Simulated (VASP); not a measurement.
Write the native input for VASP 6.6.1 that does the following.

- Task: single point
- Functional: PBE
- Potentials or basis: VASP PAW PBE potentials, release 64 (Pb_d, Te)
- Cutoff: 520 eV
- k mesh: 4 × 4 × 4
- Occupations: gaussian, width 0.01 eV
- Spin: no spin polarisation
- Dipole correction: no
- Further INCAR settings: ALGO = Normal; EDIFF = 1e-06; NBANDS = 17

The structure of TePb lies in POSCAR:

```
TePb
1.0
    0.0000000000      3.2678368520      3.2678368520
    3.2024801150      0.0000000000      3.2678368520
    3.2024801150      3.2678368520      0.0000000000
Pb Te
1 1
Direct
    0.0000000000      0.0000000000      0.0000000000
    0.5000000000      0.5000000000      0.5000000000
```

This cell differs from its parent crystal: uniaxial x strain -2.0%.

One way to write it, as run:

INCAR

```
ALGO     = Normal         # electronic algorithm
EDIFF    = 1E-6           # SCF threshold, eV
ENCUT    = 520            # plane-wave cutoff, eV
GGA      = PE             # functional
ISIF     = 2              # what is computed and relaxed
ISMEAR   = 0              # smearing method
LASPH    = T              # aspherical terms in the spheres
LCHARG   = F              # write CHGCAR
LREAL    = F              # projectors in reciprocal space
LWAVE    = F              # write WAVECAR
NBANDS   = 17             # bands
NELM     = 100            # most SCF steps
PREC     = Accurate       # precision mode
SIGMA    = 0.01           # smearing width, eV
```

KPOINTS

```
k-points
0
Gamma
  4 4 4
```

Potentials or basis: VASP PAW PBE potentials, release 64 (Pb_d, Te).

Command:

```bash
$ cat potpaw_PBE.64/Pb_d/POTCAR potpaw_PBE.64/Te/POTCAR > POTCAR
$ mpirun -np 1 vasp_std > vasp.out
```

It gave:

```yaml
Pressure: 1.5 GPa
Band_gap_on_the_k_mesh: 0.74 eV, direct
```

Caveat: the cell differs from its parent crystal (uniaxial x strain -2.0%); spin-orbit coupling is left out, which moves the levels of the heavy elements.

It took 14 s on 1 thread of Intel(R) Xeon(R) Platinum 8488C (Sapphire Rapids) (shared host), peak memory 0.2 GiB.
